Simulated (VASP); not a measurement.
A run of VASP 6.6.1 is set up as follows.

The input POSCAR:

```
MgS
1.0
    0.0000000000      2.7742593044      2.7742593044
    2.7742593044      0.0000000000      2.7742593044
    2.7742593044      2.7742593044      0.0000000000
Mg S
1 1
Direct
    0.0000000000      0.0000000000      0.0000000000
    0.2500000000      0.2500000000      0.2500000000
```

The input INCAR.step1:

```
SYSTEM = MgS
PREC = Accurate ; ENCUT = 520
EDIFF = 1E-5 ; ISMEAR = 0
SIGMA = 0.01 ; LREAL = .FALSE.
LASPH = .TRUE. ; NELM = 60
ALGO = Normal ; ISIF = 2
LWAVE = .TRUE. ; LCHARG = .FALSE.
NBANDS = 11 ; GGA = PE
```

Contents of INCAR.step2:

```
SYSTEM = MgS
PREC = Accurate ; ENCUT = 520
EDIFF = 1E-6 ; ISMEAR = 0
SIGMA = 0.01 ; LREAL = .FALSE.
LASPH = .TRUE. ; NELM = 60
ALGO = Normal ; ISIF = 2
LWAVE = .FALSE. ; LCHARG = .FALSE.
GGA = PE ; LHFCALC = .TRUE.
HFSCREEN = 0.2079 ; PRECFOCK = Normal
NBANDS = 11 ; ISTART = 1
```

Contents of KPOINTS:

```
Automatic mesh
0
G
  6 6 6
  0 0 0
```

Potentials or basis: VASP PAW PBE potentials, release 64 (Mg, S).

Launch:

```sh
$ cat potpaw_PBE.64/Mg/POTCAR potpaw_PBE.64/S/POTCAR > POTCAR
$ cp INCAR.step1 INCAR
$ mpirun -np 1 vasp_std > vasp.out
$ cp INCAR.step2 INCAR
$ mpirun -np 1 vasp_std > vasp.out
```

**Question.** What does it give for the pressure?

**Answer.** 4.0 GPa.

**Question.** Predict the band gap on the k mesh.

**Answer.** 4.81 eV (least direct gap 4.84 eV).

Caveat: the cell differs from its parent crystal (strain -2.0%); the cell stands under pressure; the PAW data sets were made with another functional, which shifts forces and pressure a little. A k mesh can miss the band edges.
